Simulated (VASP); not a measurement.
# Bi (R-3m) in VASP: a series of runs

Runs on Bi. Level: r2SCAN. Tasks: single point, relaxation of cell and atoms.

All numbers are computed with VASP 6.6.1; they aren't measurements. Logs are shortened: lines on timing, memory, paths and dates and some standing lists are left out, and cuts for length are marked.

### 1 The cell of the first run

The structure is trigonal, space group R-3m (No. 166). The conventional cell has a = 4.540 Å, b = 4.540 Å, c = 12.306 Å, α = 90.00°, β = 90.00°, γ = 120.00°. Within 4.0 Å of Bi (site symmetry 3m) lie 6 Bi at 3.07 to 3.62 Å.

### 2 Single point, r2SCAN

The input, POSCAR:

```
Bi
1.0
    2.2698377613      1.3104914425      4.1021278141
   -2.2698377613      1.3104914425      4.1021278141
    0.0000000000     -2.6209828850      4.1021278141
Bi
2
Direct
    0.2318078359      0.2318078359      0.2318078359
    0.7681921641      0.7681921641      0.7681921641
```

The input, INCAR.step1:

```
SYSTEM = Bi
  PREC = Accurate
  ENCUT = 520
  ISMEAR = 0
  SIGMA = 0.01
  LREAL = .False.
  LASPH = .True.
  NELM = 100
  NBANDS = 22
  GGA = PE
  ALGO = Normal
  EDIFF = 1E-4
  LWAVE = .True.
  LCHARG = .False.
```

The input, INCAR.step2:

```
SYSTEM = Bi
  PREC = Accurate
  ENCUT = 520
  EDIFF = 1E-6
  ISMEAR = 0
  SIGMA = 0.01
  LREAL = .False.
  LASPH = .True.
  NELM = 100
  ALGO = Normal
  ISIF = 2
  LWAVE = .False.
  LCHARG = .True.
  METAGGA = R2SCAN
  LMIXTAU = .True.
  LELF = .True.
  LVHAR = .True.
  NBANDS = 22
  ISTART = 1
```

The input, KPOINTS:

```
regular mesh
0
Gamma
  9 9 9
  0 0 0
```

Potentials or basis: VASP PAW PBE potentials, release 64 (Bi_d).

Launch:

```bash
$ cat potpaw_PBE.64/Bi_d/POTCAR > POTCAR
$ cp INCAR.step1 INCAR
$ mpirun -np 1 vasp_std > vasp.out
$ cp INCAR.step2 INCAR
$ mpirun -np 1 vasp_std > vasp.out
```

OUTCAR:

```text
SYSTEM = Bi
   PREC = Accurate
   ENCUT = 520
   EDIFF = 1E-6
   ISMEAR = 0
   LREAL = .False.
   LASPH = .True.
   NELM = 100
   ISIF = 2
   METAGGA = R2SCAN
   ISTART = 1

 ion  position               nearest neighbor table
   1  0.232  0.232  0.232-   2 3.07   2 3.07   2 3.07   2 3.62   2 3.62   2 3.62
   2  0.768  0.768  0.768-   1 3.07   1 3.07   1 3.07   1 3.62   1 3.62   1 3.62

  LATTYP: Found a trigonal (rhomboedric) cell.
 ALAT       =     4.8679568493
 COS(alpha) =     0.5651633019

  Lattice vectors:

 A1 = (   2.2698377613,   1.3104914425,   4.1021278141)
 A2 = (  -2.2698377613,   1.3104914425,   4.1021278141)
 A3 = (   0.0000000000,  -2.6209828850,   4.1021278141)

Analysis of symmetry for initial positions (statically):
=====================================================================
 Subroutine PRICEL returns:
 Original cell was already a primitive cell.

 Routine SETGRP: Setting up the symmetry group for a
 trigonal (rhombohedral) supercell.

 Subroutine GETGRP returns: Found 12 space group operations
 (whereof 12 operations were pure point group operations)
 out of a pool of 12 trial point group operations.

The static configuration has the point symmetry D_3d.

Analysis of symmetry for dynamics (positions and initial velocities):
=====================================================================
 Subroutine PRICEL returns:
 Original cell was already a primitive cell.

 Routine SETGRP: Setting up the symmetry group for a
 trigonal (rhombohedral) supercell.

 Subroutine GETGRP returns: Found 12 space group operations
 (whereof 12 operations were pure point group operations)
 out of a pool of 12 trial point group operations.

The dynamic configuration has the point symmetry D_3d.

 Subroutine INISYM returns: Found 12 space group operations
 (whereof 12 operations are pure point group operations),
 and found     1 'primitive' translations

----------------------------------------------------------------------------------------

                                     Primitive cell

  volume of cell :      73.2132

  direct lattice vectors                    reciprocal lattice vectors
     2.269837761  1.310491443  4.102127814     0.220280061  0.127178752  0.081258641
    -2.269837761  1.310491443  4.102127814    -0.220280061  0.127178752  0.081258641
     0.000000000 -2.620982885  4.102127814     0.000000000 -0.254357505  0.081258641

  length of vectors
     4.867956849  4.867956849  4.867956849     0.267021922  0.267021922  0.267021922

  position of ions in fractional coordinates (direct lattice)
     0.231807836  0.231807836  0.231807836
     0.768192164  0.768192164  0.768192164

  ion indices of the primitive-cell ions
   primitive index   ion index
                 1           1
                 2           2

----------------------------------------------------------------------------------------

 KPOINTS: regular mesh

Automatic generation of k-mesh.
 Grid dimensions read from file:
 generate k-points for:    9    9    9

 Generating k-lattice:

  Cartesian coordinates                     Fractional coordinates (reciprocal lattice)
     0.024475562  0.014130972  0.009028738     0.111111111 -0.000000000  0.000000000
    -0.024475562  0.014130972  0.009028738    -0.000000000  0.111111111  0.000000000
     0.000000000 -0.028261945  0.009028738     0.000000000  0.000000000  0.111111111

  Length of vectors
     0.029669102  0.029669102  0.029669102

  Shift w.r.t. Gamma in fractional coordinates (k-lattice)
     0.000000000  0.000000000  0.000000000

 Subroutine IBZKPT returns following result:
 ===========================================

 Found     85 irreducible k-points:

 Following reciprocal coordinates:
            Coordinates               Weight
  0.000000  0.000000  0.000000      1.000000
  0.111111 -0.000000  0.000000      6.000000
  0.222222  0.000000  0.000000      6.000000
  0.333333  0.000000  0.000000      6.000000
  0.444444  0.000000  0.000000      6.000000
  0.111111  0.111111  0.000000      6.000000
[... 16 lines left out ...]
 -0.333333  0.333333  0.000000      6.000000
  0.444444  0.444444  0.000000      6.000000
 [... further k-points ...]
   k-points           NKPTS =     85   k-points in BZ     NKDIM =     85   number of bands    NBANDS=     22
   number of dos      NEDOS =    301   number of ions     NIONS =      2
   total plane-waves  NPLWV =  46656
   dimension x,y,z NGX =    36 NGY =   36 NGZ =   36
   dimension x,y,z NGXF=    72 NGYF=   72 NGZF=   72
   ions per type =               2
   NGX,Y,Z   is equivalent  to a cutoff of  12.29, 12.29, 12.29 a.u.
   NGXF,Y,Z  is equivalent  to a cutoff of  24.59, 24.59, 24.59 a.u.
 SYSTEM =  Bi
   PREC   = accura    normal or accurate (medium, high low for compatibility)
   ISTART =      1    job   : 0-new  1-cont  2-samecut
   ICHARG =      0    charge: 1-file 2-atom 10-const
   ISPIN  =      1    spin polarized calculation?
   LNONCOLLINEAR =      F non collinear calculations
   LSORBIT =      F    spin-orbit coupling
   LASPH  =      T    aspherical Exc in radial PAW
   ENCUT  =  520.0 eV  38.22 Ry    6.18 a.u.   9.05  9.05  9.05*2*pi/ulx,y,z
   NELM   =    100;   NELMIN=  2; NELMDL=  0     # of ELM steps
   EDIFF  = 0.1E-05   stopping-criterion for ELM
   LREAL  =      F    real-space projection
   EDIFFG = 0.1E-04   stopping-criterion for IOM
   NSW    =      0    number of steps for IOM
   IBRION =     -1    ionic relax: 0-MD 1-quasi-New 2-CG
   NFREE  =      0    steps in history (QN), initial steepest desc. (CG)
   ISIF   =      2    stress and relaxation
   ISYM   =      2    0-nonsym 1-usesym 2-fastsym
   POTIM  = 0.5000    time-step for ionic-motion
   TEBEG  =    0.0;   TEEND  =   0.0 temperature during run
   PSTRESS=    0.0 pullay stress
   NELECT =      30.0000    total number of electrons
   NUPDOWN=      -1.0000    fix difference up-down
   EMIN   =  10.00;   EMAX   =-10.00  energy-range for DOS
   EFERMI =   0.00;   METHOD = LEGACY
   ISMEAR =     0;   SIGMA  =   0.01  broadening in eV -4-tet -1-fermi 0-gaus
   EFERMI_NEDOS =   21; number of points for ismear=-14 and -15
   IALGO  =     38    algorithm
   IMIX   =      4    mixing-type and parameters
     AMIX     =   0.40;   BMIX     =  1.00
     AMIX_MAG =   1.60;   BMIX_MAG =  1.00
  volume/ion in A,a.u.               =      36.61       247.03
  Fermi-wavevector in a.u.,A,eV,Ry     =   1.215959  2.297828 20.116964  1.478555
  Thomas-Fermi vector in A             =   2.351328
   LORBIT       =      0    0 simple, 1 ext, 2 COOP (PROOUT), +10 PAW based schemes
   METAGGA = R2SCAN    functional components
   LHFCALC =     F    Hartree Fock is set to
   AEXX    =    0.0000 exact exchange contribution
   IVDW    =     0    specifies the selected vdW correction
   LEPSILON=     F    determine dielectric tensor
   LRPA    =     F    only Hartree local field effects (RPA)
 non-spin polarized calculation
 Gauss-broadening in eV      SIGMA  =   0.01
  energy-cutoff  :      520.00
  volume of cell :       73.21
 maximum number of plane-waves:      2004
   NGX = 19   NGY = 19   NGZ = 19

 number of electron      30.0000006 magnetization

 Free energy of the ion-electron system (eV)
  ---------------------------------------------------
  ext. energy  EPLUGINS =         0.00000000
  ---------------------------------------------------
  free energy    TOTEN  =      -117.00932874 eV

  energy without entropy =     -117.00932874  energy(sigma->0) =     -117.00932874

 E-fermi :   5.8287     XC(G=0):  -9.9824

 val. band max:        5.7952921005   @ k =   0.4444   0.3333   0.3333
 cond. band min:       5.8621482730   @ k =   0.4444   0.0000   0.0000
 fundamental gap:      0.0668561725
 Fermi energy:         5.8287216011

 k-point     1 :       0.0000    0.0000    0.0000
  band No.  band energies     occupation
      1     -17.7736      2.00000
      2     -17.7736      2.00000
      3     -17.6186      2.00000
      4     -17.6186      2.00000
      5     -17.5968      2.00000
      6     -17.4266      2.00000
[... 14 lines left out ...]
     21      12.2092      0.00000
     22      12.3481      0.00000

 k-point     2 :       0.1111   -0.0000    0.0000
  band No.  band energies     occupation
      1     -17.7659      2.00000
      2     -17.7622      2.00000
      3     -17.6152      2.00000
      4     -17.6115      2.00000
      5     -17.5911      2.00000
      6     -17.4324      2.00000
[... 14 lines left out ...]
     21      12.3067      0.00000
     22      13.2965      0.00000

 k-point     3 :       0.2222    0.0000    0.0000
  band No.  band energies     occupation
      1     -17.7450      2.00000
      2     -17.7295      2.00000
      3     -17.6075      2.00000
      4     -17.5912      2.00000
      5     -17.5732      2.00000
      6     -17.4522      2.00000
[... 14 lines left out ...]
     21      12.8704      0.00000
     22      15.1331      0.00000

 k-point     4 :       0.3333    0.0000    0.0000
  band No.  band energies     occupation
      1     -17.7176      2.00000
      2     -17.6798      2.00000
      3     -17.5995      2.00000
      4     -17.5620      2.00000
      5     -17.5453      2.00000
      6     -17.4855      2.00000
[... 14 lines left out ...]
     21      13.9502      0.00000
     22      16.3178      0.00000

 k-point     5 :       0.4444    0.0000    0.0000
  band No.  band energies     occupation
      1     -17.6966      2.00000
      2     -17.6243      2.00000
      3     -17.5940      2.00000
      4     -17.5448      2.00000
      5     -17.5298      2.00000
      6     -17.4946      2.00000
[... 417 lines left out ...]
 k-point    22 :      -0.4444    0.3333   -0.0000
  band No.  band energies     occupation
      1     -17.7387      2.00000
      2     -17.6175      2.00000
      3     -17.5925      2.00000
      4     -17.5501      2.00000
      5     -17.5284      2.00000
      6     -17.5016      2.00000
[... 14 lines left out ...]
     21      15.3309      0.00000
     22      17.0413      0.00000

 k-point    23 :      -0.3333    0.3333    0.0000
  band No.  band energies     occupation
      1     -17.7270      2.00000
      2     -17.6022      2.00000
      3     -17.5579      2.00000
      4     -17.5568      2.00000
      5     -17.5505      2.00000
      6     -17.5196      2.00000
[... 14 lines left out ...]
     21      14.4481      0.00000
     22      16.2247      0.00000

 k-point    24 :       0.4444    0.4444    0.0000
  band No.  band energies     occupation
      1     -17.7603      2.00000
      2     -17.6268      2.00000
      3     -17.6209      2.00000
      4     -17.5230      2.00000
      5     -17.5219      2.00000
      6     -17.4970      2.00000
[... 14 lines left out ...]
     21      15.8083      0.00000
     22      16.4377      0.00000

 [... further k-points ...]
[... 5 lines left out ...]
  --------------------------------------------------------------------------------------
  -------------------------------------------------------------------------------------
  Total       -0.0157580     -0.0157580     -0.0191230      0.0000000      0.0000000      0.0000000
  in kB       -0.3448445     -0.3448445     -0.4184827      0.0000000      0.0000000      0.0000000
  external PRESSURE =      -0.3693906 kB  Pullay stress =       0.0000000 kB

 VOLUME and BASIS-vectors are now :
 -----------------------------------------------------------------------------
  energy-cutoff  :      520.00
  volume of cell :       73.21
      direct lattice vectors                 reciprocal lattice vectors
     2.269837761  1.310491443  4.102127814     0.220280061  0.127178752  0.081258641
    -2.269837761  1.310491443  4.102127814    -0.220280061  0.127178752  0.081258641
     0.000000000 -2.620982885  4.102127814     0.000000000 -0.254357505  0.081258641

 POSITION                                       TOTAL-FORCE (eV/Angst)
 -----------------------------------------------------------------------------------
      0.00000      0.00000      2.85272         0.000000      0.000000      0.008169
      0.00000      0.00000      9.45367         0.000000     -0.000000     -0.008169
 -----------------------------------------------------------------------------------
    total drift:                                0.000000     -0.000000      0.000000

  FREE ENERGIE OF THE ION-ELECTRON SYSTEM (eV)
  ---------------------------------------------------
  free  energy   TOTEN  =      -117.0093287416 eV

  energy  without entropy=     -117.0093287403  energy(sigma->0) =     -117.00932874
```

It took 10 min on 1 thread of Intel Xeon 8259CL, shared host; peak memory 0.28 GiB.

Results:

- Free energy: -117.0093 eV
- Pressure: 0.0 GPa
- Largest force: 0.008 eV/Å

Forces in eV/Å, atoms in the order of the input:
```
Bi   0.000  0.000  0.008
Bi   0.000  0.000 -0.008
```

Levels at points of the mesh, in eV from the Fermi level:
```csv
k point,band 12,band 13,band 14,band 15,band 16,band 17,band 18,band 19
"(0.00, 0.00, 0.00)",-7.79,-1.70,-1.23,-1.23,2.36,2.94,2.94,6.14
```

Caveat: the PAW data sets were made with another functional, which shifts forces and pressure a little; spin-orbit coupling is left out, which moves the levels of the heavy elements.

(Continued in part 2 of 2.)
